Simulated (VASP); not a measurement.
Runs of VASP 6.6.1 on SiC. The structure is cubic, space group F-43m (No. 216). The conventional cell has a = 4.357 Å, b = 4.357 Å, c = 4.357 Å, α = 90.00°, β = 90.00°, γ = 90.00°. Within 2.5 Å of Si (site symmetry -43m) lie 4 C at 1.89 Å. Within 2.5 Å of C (site symmetry -43m) lie 4 Si at 1.89 Å. 

```tsv
level	potentials or basis	k mesh	smearing	grid for exact exchange (PRECFOCK)	share of exact exchange	gap on the mesh (eV)	pressure (GPa)
PBEsol	VASP PAW PBE potentials, release 64 (Si, C)	10 × 10 × 10	gaussian 0.02 eV	-	-	1.23	0.3
HF	VASP PAW PBE potentials, release 64 (Si, C)	6 × 6 × 6	gaussian 0.01 eV	Normal	1	8.78	0.3
PBE0	VASP PAW PBE potentials, release 64 (Si, C)	6 × 6 × 6	gaussian 0.01 eV	Normal	0.25	2.98	-1.8
LDA	VASP PAW LDA potentials, release 64 (Si, C)	10 × 10 × 10	gaussian 0.02 eV	-	-	(a)	(b)
```

Alike in all rows: task single point; no spin polarisation; cell as given; cutoff (eV) 520.

**Question.** Fill in the values left out.

**Answer.** (a) 1.30; (b) -3.9.

Caveats: the PAW data sets were made with another functional, which shifts forces and pressure a little (at least some runs); the cell stands under tension (at least some runs).

A k mesh can miss the band edges.
